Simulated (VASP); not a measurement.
## MgB2: relaxation of cell and atoms with r2SCAN

The system is MgB2.

```
Mg B
1.0
     3.06573    0.00000    0.00000
    -1.53287    2.65500    0.00000
     0.00000    0.00000    3.52051
Mg B
1 2
Direct
  0.00000 0.00000 0.00000
  0.33333 0.66667 0.50000
  0.66667 0.33333 0.50000
```

```yaml
Program: VASP 6.6.1
Task: relaxation of cell and atoms
Functional: r2SCAN
Potentials_or_basis: VASP PAW PBE potentials, release 64 (Mg, B)
Cutoff: 600 eV
k_mesh: 15 × 15 × 12
Occupations: fermi-dirac, width 0.15 eV
Spin: no spin polarisation
Dipole_correction: no
Further_INCAR_settings: ALGO = Normal; EDIFF = 1e-06; IBRION = 2; EDIFFG = -0.001; NSW = 80; ISIF = 3
```

| Item | Value |
| --- | --- |
| Relaxed volume | 9.52 Å³/atom |
| Relaxed cell | a = 3.067 Å, b = 3.067 Å, c = 3.505 Å, α = 90.00°, β = 90.00°, γ = 120.00° |
| Space group after relaxing (to 0.1 Å) | P6/mmm (No. 191) |
| Energy gained by relaxing | 0.2 meV/atom |
| Ionic steps | 5 |
| Pressure after relaxing | 0.0 GPa |
| Band gap on the k mesh | zero (bands 4 and 5 overlap by 4.03 eV) |

Step by step:
| step | energy change (eV) | largest force (eV/Å) | pressure (GPa) | volume (Å³) |
| --- | --- | --- | --- | --- |
| 1 | 0.0000 | 0.0000 | -0.32 | 28.66 |
| 2 | -0.0005 | 0.0000 | -0.05 | 28.58 |
| 3 | -0.0005 | 0.0000 | 0.02 | 28.56 |
| 4 | -0.0005 | 0.0000 | 0.02 | 28.55 |
| 5 | -0.0005 | 0.0000 | -0.01 | 28.56 |

Final structure:
```cif
data_structure
_symmetry_space_group_name_H-M 'P 1'
_symmetry_Int_Tables_number 1
_cell_length_a 3.0674
_cell_length_b 3.0674
_cell_length_c 3.5051
_cell_angle_alpha 90.000
_cell_angle_beta 90.000
_cell_angle_gamma 120.000
_cell_volume 28.56
loop_
_atom_site_label
_atom_site_type_symbol
_atom_site_fract_x
_atom_site_fract_y
_atom_site_fract_z
_atom_site_occupancy
Mg1 Mg 0.00000 0.00000 0.00000 1
B1 B 0.33333 0.66667 0.50000 1
B2 B 0.66667 0.33333 0.50000 1
```

Levels at points of the mesh, in eV from the Fermi level:
| k point | band 1 | band 2 | band 3 | band 4 | band 5 | band 6 | band 7 | band 8 |
| --- | --- | --- | --- | --- | --- | --- | --- | --- |
| (0.00, 0.00, 0.00) | -13.33 | -3.18 | 0.39 | 0.39 | 2.00 | 6.69 | 6.69 | 8.67 |
| (0.00, 0.00, 0.50) | -12.03 | -7.83 | 0.80 | 0.80 | 7.00 | 7.00 | 8.68 | 10.62 |

Run time: 2.6 min on 1 thread of Intel(R) Xeon(R) 6975P-C (Granite Rapids) (shared host), peak memory 0.21 GiB.

Caveat: the PAW data sets were made with another functional, which shifts forces and pressure a little.
